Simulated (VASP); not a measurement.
Here is a VASP 6.6.1 calculation.

INCAR

```
PREC = Accurate
ENCUT = 700
EDIFF = 1E-6
ISMEAR = 0
SIGMA = 0.15
LREAL = F
LASPH = T
NELM = 120
ALGO = Normal
ISIF = 2
LWAVE = F
LCHARG = F
GGA = PE
NBANDS = 40
GGA_COMPAT = F
```

KPOINTS

```
regular mesh
0
Gamma
  4 4 4
```

Contents of POSCAR:

```
TaW2N4
1.0
   -2.1224192873      2.1224192873      4.1960897539
    2.1224192873     -2.1224192873      4.1960897539
    2.1224192873      2.1224192873     -4.1960897539
Ta W N
1 2 4
Direct
    0.0000000000      0.0000000000      0.0000000000
    0.2500000000      0.7500000000      0.5000000000
    0.7500000000      0.2500000000      0.5000000000
    0.7398855739      0.7398855739      0.0000000000
    0.2601144261      0.2601144261      0.0000000000
    0.0000000000      0.5000000000      0.5000000000
    0.5000000000      0.0000000000      0.5000000000
```

Potentials or basis: VASP PAW PBE potentials, release 64 (Ta_sv_GW, W_sv, N).

Run with:

```console
$ cat potpaw_PBE.64/Ta_sv_GW/POTCAR potpaw_PBE.64/W_sv/POTCAR potpaw_PBE.64/N/POTCAR > POTCAR
$ mpirun -np 1 vasp_std > vasp.out
```

Problem. Estimate the pressure.

Solution. 0.5 GPa.

Problem. What does it give for the largest force?

Solution. 0.050 eV/Å.

Stress tensor (GPa, compression positive):
```
 0.85  0.00  0.00
 0.00  0.85  0.00
 0.00  0.00 -0.05
```

Caveat: the k points lie up to 0.41 Å⁻¹ apart, too coarse for converged energies and pressures of a metal; an odd number of electrons without spin polarisation forces a metal; a magnetic or distorted state may lie lower.
